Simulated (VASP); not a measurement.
A run of VASP 6.6.1 is set up as follows.

The input INCAR:

```
SYSTEM = FeO
ALGO = Normal
EDIFF = 1E-6
ENCUT = 700
GGA = PE
GGA_COMPAT = .FALSE.
ISIF = 2
ISMEAR = -1
ISPIN = 2
LASPH = .TRUE.
LCHARG = .FALSE.
LMAXMIX = 4
LORBIT = 11
LREAL = .FALSE.
LWAVE = .FALSE.
MAGMOM = 2.2 0
NBANDS = 22
NELM = 200
NUPDOWN = 2.2
PREC = Accurate
SIGMA = 0.05
```

File KPOINTS:

```
k-points
0
G
  9 9 9
  0 0 0
```

File POSCAR:

```
FeO
1.0
    1.5176821100      0.8762341800      2.5157945800
   -1.5176821100      0.8762341800      2.5157945800
    0.0000000000     -1.7524683500      2.5157945800
Fe O
1 1
Direct
    0.0000000000      0.0000000000      0.0000000000
    0.5000000000      0.5000000000      0.5000000000
```

Potentials or basis: VASP PAW PBE potentials, release 64 (Fe_sv, O).

Command:

```console
$ cat potpaw_PBE.64/Fe_sv/POTCAR potpaw_PBE.64/O/POTCAR > POTCAR
$ mpirun -np 1 vasp_std > vasp.out
```

(1) What does it give for the pressure?

## Answers

(1) -18.8 GPa.

Caveat: the cell stands under tension; the total moment is fixed, so each spin has its own Fermi level and the state may be an excited one; a cell with one magnetic atom can't hold antiferromagnetic order, which such compounds often take.
